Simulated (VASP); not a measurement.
Set up this calculation in VASP 6.6.1, as the native input.

```yaml
Task: density of states
Functional: PBE
Potentials_or_basis: VASP PAW PBE potentials, release 64 (Tl_d)
Cutoff: 520 eV
k_mesh: 20 × 20 × 20
Occupations: gaussian, width 0.1 eV
Spin: no spin polarisation
Dipole_correction: no
k_mesh_for_the_DOS: 30 × 30 × 30
Occupations_for_the_DOS: tetrahedron
Further_INCAR_settings: ALGO = Fast; EDIFF = 1e-07
```

The system is Tl.

```
Tl
1.0
    -1.97962    1.97962    2.00447
     1.97962   -1.97962    2.00447
     1.97962    1.97962   -2.00447
Tl
1
Direct
  0.50000 0.50000 0.00000
```

These files were run (other wordings do the same):

POSCAR

```
Tl
1.0
   -1.9796178297      1.9796178297      2.0044748446
    1.9796178297     -1.9796178297      2.0044748446
    1.9796178297      1.9796178297     -2.0044748446
Tl
1
Direct
    0.5000000000      0.5000000000      0.0000000000
```

INCAR.step1

```
PREC     = Accurate       # precision mode
ENCUT    = 520            # plane-wave cutoff, eV
EDIFF    = 1E-7           # SCF threshold, eV
ISMEAR   = 0              # smearing method
SIGMA    = 0.1            # smearing width, eV
LREAL    = False          # projectors in reciprocal space
LASPH    = True           # aspherical terms in the spheres
NELM     = 80             # most SCF steps
ALGO     = Fast           # electronic algorithm
ISIF     = 2              # what is computed and relaxed
LWAVE    = False          # write WAVECAR
LCHARG   = True           # write CHGCAR
GGA      = PE             # functional
NBANDS   = 12             # bands
```

KPOINTS.step1

```
Automatic mesh
0
Gamma
  20 20 20
```

INCAR.step2

```
PREC     = Accurate       # precision mode
ENCUT    = 520            # plane-wave cutoff, eV
EDIFF    = 1E-7           # SCF threshold, eV
ISMEAR   = -5             # smearing method
SIGMA    = 0.1            # smearing width, eV
LREAL    = False          # projectors in reciprocal space
LASPH    = True           # aspherical terms in the spheres
NELM     = 80             # most SCF steps
ALGO     = Fast           # electronic algorithm
ISIF     = 2              # what is computed and relaxed
LWAVE    = False          # write WAVECAR
LCHARG   = False          # write CHGCAR
GGA      = PE             # functional
LORBIT   = 10             # projections on sites
NEDOS    = 1001           # points of the DOS
ICHARG   = 11             # starting density
```

KPOINTS.step2

```
Automatic mesh
0
Gamma
  30 30 30
```

Potentials or basis: VASP PAW PBE potentials, release 64 (Tl_d).

Command:

```sh
$ cat potpaw_PBE.64/Tl_d/POTCAR > POTCAR
$ cp INCAR.step1 INCAR
$ cp KPOINTS.step1 KPOINTS
$ mpirun -np 1 vasp_std > vasp.out
$ cp INCAR.step2 INCAR
$ cp KPOINTS.step2 KPOINTS
$ mpirun -np 1 vasp_std > vasp.out
```

It gave:

```json
{"Valence electrons inside the program's atomic spheres": "Tl 11.18"}
```

Caveat: spin-orbit coupling is left out, which moves the levels of the heavy elements.

Run time: 4.4 min on 1 thread of AMD EPYC 9R45 96-Core Processor (Zen 5), with other jobs on the host, peak memory 0.73 GiB.
